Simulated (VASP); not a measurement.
# Cu (P2_1/m) in VASP: a series of runs

Cu is run at these levels: PBE; tasks: single point.

All numbers are computed with VASP 6.6.1; they aren't measurements. Logs are shortened: lines on timing, memory, paths and dates and some standing lists are left out, and cuts for length are marked.

### 1 The cell of the first run

It takes space group P2_1/m (No. 11, monoclinic). Conventional cell: a = 2.500 Å, b = 4.167 Å, c = 2.500 Å, α = 90.00°, β = 112.89°, γ = 90.00°. Within 3.2 Å of Cu (site symmetry m) lie 12 Cu at 2.46 to 2.76 Å.

### 2 Single point, PBE (mode 1 frozen in at -0.293 Å and mode 5 at -0.107 Å (largest displacements))

File INCAR:

```
PREC = Accurate
ENCUT = 520
EDIFF = 1E-6
ISMEAR = 0
SIGMA = 0.15
LREAL = False
LASPH = True
NELM = 100
ALGO = Fast
ISIF = 2
LWAVE = False
LCHARG = True
GGA = PE
LELF = True
LVHAR = True
NBANDS = 18
```

File KPOINTS:

```
regular mesh
0
Gamma
  20 20 12
```

File POSCAR:

```
Cu
1.0
   -1.4732621048      1.4732621048      1.3819816208
    1.4732621048     -1.4732621048      1.3819816208
    2.9465242096      2.9465242096      0.0000000000
Cu
2
Direct
    0.0315650580     -0.1092071904      0.0000000000
    0.4684349420      0.6092071904      0.5000000000
```

Potentials or basis: VASP PAW PBE potentials, release 64 (Cu).

The run is started by

```bash
> cat potpaw_PBE.64/Cu/POTCAR > POTCAR
> mpirun -np 1 vasp_std > vasp.out
```

OUTCAR:

```text
PREC = Accurate
   ENCUT = 520
   EDIFF = 1E-6
   ISMEAR = 0
   LREAL = False
   LASPH = True
   NELM = 100
   ISIF = 2
   GGA = PE

 ion  position               nearest neighbor table
   1  0.032  0.891  0.000-   2 2.46   2 2.46   2 2.57   2 2.57   2 2.69   2 2.69
   2  0.468  0.609  0.500-   1 2.46   1 2.46   1 2.57   1 2.57   1 2.69   1 2.69

  LATTYP: Found a base centered orthorhombic cell.
 ALAT       =     2.7639632416
 B/A-ratio  =     1.5076229801
 C/A-ratio  =     1.5076229801

  Lattice vectors:

 A1 = (  -1.4732621048,   1.4732621048,   1.3819816208)
 A2 = (   1.4732621048,  -1.4732621048,   1.3819816208)
 A3 = (   2.9465242096,   2.9465242096,   0.0000000000)

Analysis of symmetry for initial positions (statically):
=====================================================================
 Subroutine PRICEL returns:
 Original cell was already a primitive cell.

 Routine SETGRP: Setting up the symmetry group for a
 base centered orthorhombic supercell.

 Subroutine GETGRP returns: Found  4 space group operations
 (whereof  2 operations were pure point group operations)
 out of a pool of  8 trial point group operations.

The static configuration has the point symmetry C_1h.
 The point group associated with its full space group is C_2h.

Analysis of symmetry for dynamics (positions and initial velocities):
=====================================================================
 Subroutine PRICEL returns:
 Original cell was already a primitive cell.

 Routine SETGRP: Setting up the symmetry group for a
 base centered orthorhombic supercell.

 Subroutine GETGRP returns: Found  4 space group operations
 (whereof  2 operations were pure point group operations)
 out of a pool of  8 trial point group operations.

The dynamic configuration has the point symmetry C_1h.
 The point group associated with its full space group is C_2h.

 Subroutine INISYM returns: Found  4 space group operations
 (whereof  2 operations are pure point group operations),
 and found     1 'primitive' translations

----------------------------------------------------------------------------------------

                                     Primitive cell

  volume of cell :      23.9967

  direct lattice vectors                    reciprocal lattice vectors
    -1.473262105  1.473262105  1.381981621    -0.169691462  0.169691462  0.361799312
     1.473262105 -1.473262105  1.381981621     0.169691462 -0.169691462  0.361799312
     2.946524210  2.946524210  0.000000000     0.169691462  0.169691462  0.000000000

  length of vectors
     2.500175126  2.500175126  4.167014499     0.434153345  0.434153345  0.239979967

  position of ions in fractional coordinates (direct lattice)
     0.031565058  0.890792810  0.000000000
     0.468434942  0.609207190  0.500000000

  ion indices of the primitive-cell ions
   primitive index   ion index
                 1           1
                 2           2

----------------------------------------------------------------------------------------

 KPOINTS: regular mesh

Automatic generation of k-mesh.
 Grid dimensions read from file:
 generate k-points for:   20   20   12

 Generating k-lattice:

  Cartesian coordinates                     Fractional coordinates (reciprocal lattice)
    -0.008484573  0.008484573  0.018089966     0.050000000 -0.000000000  0.000000000
     0.008484573 -0.008484573  0.018089966    -0.000000000  0.050000000  0.000000000
     0.014140955  0.014140955  0.000000000     0.000000000  0.000000000  0.083333333

  Length of vectors
     0.021707667  0.021707667  0.019998331

  Shift w.r.t. Gamma in fractional coordinates (k-lattice)
     0.000000000  0.000000000  0.000000000

 Subroutine IBZKPT returns following result:
 ===========================================

 Found   1414 irreducible k-points:

 Following reciprocal coordinates:
            Coordinates               Weight
  0.000000  0.000000  0.000000      1.000000
  0.050000 -0.000000  0.000000      2.000000
 -0.000000  0.050000  0.000000      2.000000
  0.100000  0.000000  0.000000      2.000000
  0.000000  0.100000  0.000000      2.000000
  0.150000  0.000000  0.000000      2.000000
[... 16 lines left out ...]
  0.100000  0.050000  0.000000      2.000000
  0.050000  0.100000  0.000000      2.000000
 [... further k-points ...]
   k-points           NKPTS =   1414   k-points in BZ     NKDIM =   1414   number of bands    NBANDS=     18
   number of dos      NEDOS =    301   number of ions     NIONS =      2
   total plane-waves  NPLWV =  12800
   dimension x,y,z NGX =    20 NGY =   20 NGZ =   32
   dimension x,y,z NGXF=    40 NGYF=   40 NGZF=   64
   ions per type =               2
   NGX,Y,Z   is equivalent  to a cutoff of  13.30, 13.30, 12.77 a.u.
   NGXF,Y,Z  is equivalent  to a cutoff of  26.60, 26.60, 25.53 a.u.
 SYSTEM =  unknown system
   PREC   = accura    normal or accurate (medium, high low for compatibility)
   ISTART =      0    job   : 0-new  1-cont  2-samecut
   ICHARG =      2    charge: 1-file 2-atom 10-const
   ISPIN  =      1    spin polarized calculation?
   LNONCOLLINEAR =      F non collinear calculations
   LSORBIT =      F    spin-orbit coupling
   LASPH  =      T    aspherical Exc in radial PAW
   ENCUT  =  520.0 eV  38.22 Ry    6.18 a.u.   4.65  4.65  7.75*2*pi/ulx,y,z
   NELM   =    100;   NELMIN=  2; NELMDL= -5     # of ELM steps
   EDIFF  = 0.1E-05   stopping-criterion for ELM
   LREAL  =      F    real-space projection
   EDIFFG = 0.1E-04   stopping-criterion for IOM
   NSW    =      0    number of steps for IOM
   IBRION =     -1    ionic relax: 0-MD 1-quasi-New 2-CG
   NFREE  =      0    steps in history (QN), initial steepest desc. (CG)
   ISIF   =      2    stress and relaxation
   ISYM   =      2    0-nonsym 1-usesym 2-fastsym
   POTIM  = 0.5000    time-step for ionic-motion
   TEBEG  =    0.0;   TEEND  =   0.0 temperature during run
   PSTRESS=    0.0 pullay stress
   NELECT =      22.0000    total number of electrons
   NUPDOWN=      -1.0000    fix difference up-down
   EMIN   =  10.00;   EMAX   =-10.00  energy-range for DOS
   EFERMI =   0.00;   METHOD = LEGACY
   ISMEAR =     0;   SIGMA  =   0.15  broadening in eV -4-tet -1-fermi 0-gaus
   EFERMI_NEDOS =   21; number of points for ismear=-14 and -15
   IALGO  =     68    algorithm
   IMIX   =      4    mixing-type and parameters
     AMIX     =   0.40;   BMIX     =  1.00
     AMIX_MAG =   1.60;   BMIX_MAG =  1.00
  volume/ion in A,a.u.               =      12.00        80.97
  Fermi-wavevector in a.u.,A,eV,Ry     =   1.590370  3.005364 34.412918  2.529278
  Thomas-Fermi vector in A             =   2.689076
   LORBIT       =      0    0 simple, 1 ext, 2 COOP (PROOUT), +10 PAW based schemes
   GGA     = PE    functional components
   LHFCALC =     F    Hartree Fock is set to
   AEXX    =    0.0000 exact exchange contribution
   IVDW    =     0    specifies the selected vdW correction
   LEPSILON=     F    determine dielectric tensor
   LRPA    =     F    only Hartree local field effects (RPA)
 non-spin polarized calculation
 RMM-DIIS sequential band-by-band and
 Gauss-broadening in eV      SIGMA  =   0.15
  energy-cutoff  :      520.00
  volume of cell :       24.00
 maximum number of plane-waves:       664
   NGX =  9   NGY =  9   NGZ = 15

 number of electron      21.9999995 magnetization

 Free energy of the ion-electron system (eV)
  ---------------------------------------------------
  ext. energy  EPLUGINS =         0.00000000
  ---------------------------------------------------
  free energy    TOTEN  =        -7.35781369 eV

  energy without entropy =       -7.35021396  energy(sigma->0) =       -7.35401382

 E-fermi :   7.3929     XC(G=0): -12.6283

 val. band max:        7.3889865564   @ k =   0.5000   0.2000   0.1667
 cond. band min:       7.3954329591   @ k =   0.1000  -0.3500  -0.3333
 fundamental gap:      0.0064464028
 Fermi energy:         7.3929243204

 k-point     1 :       0.0000    0.0000    0.0000
  band No.  band energies     occupation
      1      -1.8357      2.00000
      2       2.4151      2.00000
      3       3.9813      2.00000
      4       4.1473      2.00000
      5       4.4828      2.00000
      6       4.6760      2.00000
[... 10 lines left out ...]
     17      30.4471      0.00000
     18      31.6140      0.00000

 k-point     2 :       0.0500   -0.0000    0.0000
  band No.  band energies     occupation
      1      -1.7608      2.00000
      2       2.4593      2.00000
      3       3.9647      2.00000
      4       4.1563      2.00000
      5       4.5088      2.00000
      6       4.6530      2.00000
[... 10 lines left out ...]
     17      31.5174      0.00000
     18      31.5740      0.00000

 k-point     3 :      -0.0000    0.0500    0.0000
  band No.  band energies     occupation
      1      -1.7614      2.00000
      2       2.4547      2.00000
      3       3.9721      2.00000
      4       4.1797      2.00000
      5       4.4799      2.00000
      6       4.6699      2.00000
[... 10 lines left out ...]
     17      30.6503      0.00000
     18      31.6659      0.00000

 k-point     4 :       0.1000    0.0000    0.0000
  band No.  band energies     occupation
      1      -1.5375      2.00000
      2       2.5862      2.00000
      3       3.9204      2.00000
      4       4.1748      2.00000
      5       4.5777      2.00000
      6       4.5854      2.00000
[... 10 lines left out ...]
     17      30.3924      0.00000
     18      30.5260      0.00000

 k-point     5 :       0.0000    0.1000    0.0000
  band No.  band energies     occupation
      1      -1.5400      2.00000
      2       2.5665      2.00000
      3       3.9538      2.00000
      4       4.2583      2.00000
      5       4.4792      2.00000
      6       4.6329      2.00000
[... 10 lines left out ...]
     17      30.6295      0.00000
     18      30.9233      0.00000

 k-point     6 :       0.1500    0.0000    0.0000
  band No.  band energies     occupation
      1      -1.1707      2.00000
      2       2.7766      2.00000
      3       3.8588      2.00000
      4       4.1878      2.00000
      5       4.4215      2.00000
      6       4.7093      2.00000
[... 10 lines left out ...]
     17      28.9207      0.00000
     18      30.6775      0.00000

 k-point     7 :       0.0000    0.1500    0.0000
  band No.  band energies     occupation
      1      -1.1771      2.00000
      2       2.7274      2.00000
      3       3.9335      2.00000
      4       4.3295      2.00000
      5       4.3780      2.00000
      6       4.5281      2.00000
[... 10 lines left out ...]
     17      28.7295      0.00000
     18      30.5098      0.00000

 k-point     8 :       0.2000    0.0000    0.0000
  band No.  band energies     occupation
      1      -0.6701      2.00000
      2       2.9918      2.00000
      3       3.7989      2.00000
      4       4.1756      2.00000
      5       4.1872      2.00000
      6       4.5519      2.00000
[... 10 lines left out ...]
     17      27.0436      0.00000
     18      29.6952      0.00000
[... 229 lines left out ...]
     17      22.3403      0.00000
     18      27.0657      0.00000

 k-point    20 :       0.5000    0.0000    0.0000
  band No.  band energies     occupation
      1       2.8397      2.00000
      2       2.9017      2.00000
      3       3.3517      2.00000
      4       3.9334      2.00000
      5       3.9778      2.00000
      6       4.5141      2.00000
[... 10 lines left out ...]
     17      22.0380      0.00000
     18      27.5392      0.00000

 k-point    21 :       0.0000    0.5000    0.0000
  band No.  band energies     occupation
      1       2.4428      2.00000
      2       2.9425      2.00000
      3       3.0827      2.00000
      4       4.4466      2.00000
      5       4.5056      2.00000
      6       4.5295      2.00000
[... 10 lines left out ...]
     17      22.2593      0.00000
     18      26.9998      0.00000

 k-point    22 :       0.0500    0.0500    0.0000
  band No.  band energies     occupation
      1      -1.6295      2.00000
      2       2.5261      2.00000
      3       3.9096      2.00000
      4       4.1875      2.00000
      5       4.5144      2.00000
      6       4.6388      2.00000
[... 10 lines left out ...]
     17      31.4437      0.00000
     18      31.8499      0.00000

 k-point    23 :       0.1000    0.0500    0.0000
  band No.  band energies     occupation
      1      -1.3510      2.00000
      2       2.6744      2.00000
      3       3.8402      2.00000
      4       4.1922      2.00000
      5       4.5377      2.00000
      6       4.5973      2.00000
[... 10 lines left out ...]
     17      30.4510      0.00000
     18      31.2639      0.00000

 k-point    24 :       0.0500    0.1000    0.0000
  band No.  band energies     occupation
      1      -1.3531      2.00000
      2       2.6572      2.00000
      3       3.8666      2.00000
      4       4.2466      2.00000
      5       4.5300      2.00000
      6       4.6142      2.00000
[... 10 lines left out ...]
     17      30.2095      0.00000
     18      30.9764      0.00000

 [... further k-points ...]
[... 5 lines left out ...]
  --------------------------------------------------------------------------------------
  -------------------------------------------------------------------------------------
  Total        0.7066458      0.7066458     -0.3176031     -0.1653115      0.2133382     -0.2133381
  in kB       47.1802303     47.1802303    -21.2052342    -11.0372616     14.2438315    -14.2438279
  external PRESSURE =      24.3850755 kB  Pullay stress =       0.0000000 kB

 VOLUME and BASIS-vectors are now :
 -----------------------------------------------------------------------------
  energy-cutoff  :      520.00
  volume of cell :       24.00
      direct lattice vectors                 reciprocal lattice vectors
    -1.473262105  1.473262105  1.381981621    -0.169691462  0.169691462  0.361799312
     1.473262105 -1.473262105  1.381981621     0.169691462 -0.169691462  0.361799312
     2.946524210  2.946524210  0.000000000     0.169691462  0.169691462  0.000000000

 POSITION                                       TOTAL-FORCE (eV/Angst)
 -----------------------------------------------------------------------------------
      1.26587     -1.26587      1.27468         0.014499     -0.014499      0.358818
      1.68066      1.26587      1.48928        -0.014499      0.014499     -0.358818
 -----------------------------------------------------------------------------------
    total drift:                               -0.000000     -0.000000      0.000000

  FREE ENERGIE OF THE ION-ELECTRON SYSTEM (eV)
  ---------------------------------------------------
  free  energy   TOTEN  =        -7.3578136882 eV

  energy  without entropy=       -7.3502139562  energy(sigma->0) =       -7.35401382
```

Wall time 7.2 min (1 thread of Intel Xeon Platinum 8259CL at 2.50GHz (Skylake/Cascade Lake), shared host); peak memory 0.56 GiB.

What came out:

```yaml
Free_energy: -7.3578 eV
Pressure: 2.4 GPa
Largest_force: 0.359 eV/Å
Band_gap_on_the_k_mesh: zero (band 11 reaches 11.41 eV, above the bottom of band 12 at 5.57 eV)
```

Forces on the atoms (eV/Å):
```
Cu   0.014 -0.014  0.359
Cu  -0.014  0.014 -0.359
```

Stress tensor (GPa, compression positive):
```
 4.72 -1.10 -1.42
-1.10  4.72  1.42
-1.42  1.42 -2.12
```

Caveat: the cell differs from its parent crystal (mode 1 frozen in at -0.293 Å and mode 5 at -0.107 Å (largest displacements)).

### 3 Single point, PBE

File INCAR:

```
SYSTEM = Cu
  PREC = Accurate
  ENCUT = 520
  EDIFF = 1E-7
  ISMEAR = 0
  SIGMA = 0.15
  LREAL = .FALSE.
  LASPH = .TRUE.
  NELM = 80
  ALGO = Fast
  ISIF = 2
  LWAVE = .FALSE.
  LCHARG = .FALSE.
  GGA = PE
  NBANDS = 18
```

File KPOINTS:

```
regular mesh
0
G
  20 20 12
  0 0 0
```

File POSCAR:

```
Cu
1.0
   -1.4732621048      1.4732621048      1.3819816208
    1.4732621048     -1.4732621048      1.3819816208
    2.9465242096      2.9465242096      0.0000000000
Cu
2
Direct
    0.0473414960     -0.1638408745      0.0000000000
    0.4526585040      0.6638408745      0.5000000000
```

Potentials or basis: VASP PAW PBE potentials, release 64 (Cu).

The run is started by

```bash
> cat potpaw_PBE.64/Cu/POTCAR > POTCAR
> mpirun -np 1 vasp_std > vasp.out
```

OUTCAR:

```text
SYSTEM = Cu
   PREC = Accurate
   ENCUT = 520
   EDIFF = 1E-7
   ISMEAR = 0
   LREAL = .FALSE.
   LASPH = .TRUE.
   NELM = 80
   ISIF = 2
   GGA = PE

 ion  position               nearest neighbor table
   1  0.047  0.836  0.000-   2 2.43   2 2.43   2 2.50   2 2.50
   2  0.453  0.664  0.500-   1 2.43   1 2.43   1 2.50   1 2.50

  LATTYP: Found a base centered orthorhombic cell.
 ALAT       =     2.7639632416
 B/A-ratio  =     1.5076229801
 C/A-ratio  =     1.5076229801

  Lattice vectors:

 A1 = (  -1.4732621048,   1.4732621048,   1.3819816208)
 A2 = (   1.4732621048,  -1.4732621048,   1.3819816208)
 A3 = (   2.9465242096,   2.9465242096,   0.0000000000)

Analysis of symmetry for initial positions (statically):
=====================================================================
 Subroutine PRICEL returns:
 Original cell was already a primitive cell.

 Routine SETGRP: Setting up the symmetry group for a
 base centered orthorhombic supercell.

 Subroutine GETGRP returns: Found  4 space group operations
 (whereof  2 operations were pure point group operations)
 out of a pool of  8 trial point group operations.
[... 159 lines left out ...]
  ---------------------------------------------------
  ext. energy  EPLUGINS =         0.00000000
  ---------------------------------------------------
  free energy    TOTEN  =        -7.27827938 eV

  energy without entropy =       -7.27118481  energy(sigma->0) =       -7.27473210

 E-fermi :   7.4026     XC(G=0): -12.6194

 val. band max:        7.4017812423   @ k =   0.1500  -0.3500  -0.3333
 cond. band min:       7.4028941849   @ k =   0.5000   0.0500   0.0000
 fundamental gap:      0.0011129426
 Fermi energy:         7.4026305783

 k-point     1 :       0.0000    0.0000    0.0000
  band No.  band energies     occupation
      1      -1.8337      2.00000
      2       2.4052      2.00000
      3       3.8981      2.00000
      4       4.0887      2.00000
      5       4.5245      2.00000
      6       4.5866      2.00000
[... 481 lines left out ...]
      5       4.4348      2.00000
      6       4.5372      2.00000
[... 10 lines left out ...]
     17      30.4177      0.00000
     18      30.9503      0.00000

 [... further k-points ...]
[... 5 lines left out ...]
  --------------------------------------------------------------------------------------
  -------------------------------------------------------------------------------------
  Total        1.2515544      1.2515544     -0.8293044     -0.0346467      0.4053126     -0.4053125
  in kB       83.5618475     83.5618475    -55.3697112     -2.3132364     27.0612824    -27.0612794
  external PRESSURE =      37.2513279 kB  Pullay stress =       0.0000000 kB

 VOLUME and BASIS-vectors are now :
 -----------------------------------------------------------------------------
  energy-cutoff  :      520.00
  volume of cell :       24.00
      direct lattice vectors                 reciprocal lattice vectors
    -1.473262105  1.473262105  1.381981621    -0.169691462  0.169691462  0.361799312
     1.473262105 -1.473262105  1.381981621     0.169691462 -0.169691462  0.361799312
     2.946524210  2.946524210  0.000000000     0.169691462  0.169691462  0.000000000

 POSITION                                       TOTAL-FORCE (eV/Angst)
 -----------------------------------------------------------------------------------
      1.16214     -1.16214      1.22098         0.244238     -0.244238      0.174181
      1.78439      1.16214      1.54298        -0.244238      0.244238     -0.174181
 -----------------------------------------------------------------------------------
    total drift:                               -0.000000     -0.000000     -0.000000

  FREE ENERGIE OF THE ION-ELECTRON SYSTEM (eV)
  ---------------------------------------------------
  free  energy   TOTEN  =        -7.2782793841 eV

  energy  without entropy=       -7.2711848138  energy(sigma->0) =       -7.27473210
```

It took 8.3 min on 1 thread of Intel Xeon Platinum 8259CL at 2.50GHz (Skylake/Cascade Lake), shared host; peak memory 0.56 GiB.

What came out:

- Free energy: -7.2783 eV
- Pressure: 3.7 GPa
- Largest force: 0.387 eV/Å
- Band gap on the k mesh: zero (band 11 reaches 11.22 eV, above the bottom of band 12 at 5.48 eV)

Forces on the atoms (eV/Å):
```
Cu   0.244 -0.244  0.174
Cu  -0.244  0.244 -0.174
```

(Part 1 of 2 ends here.)
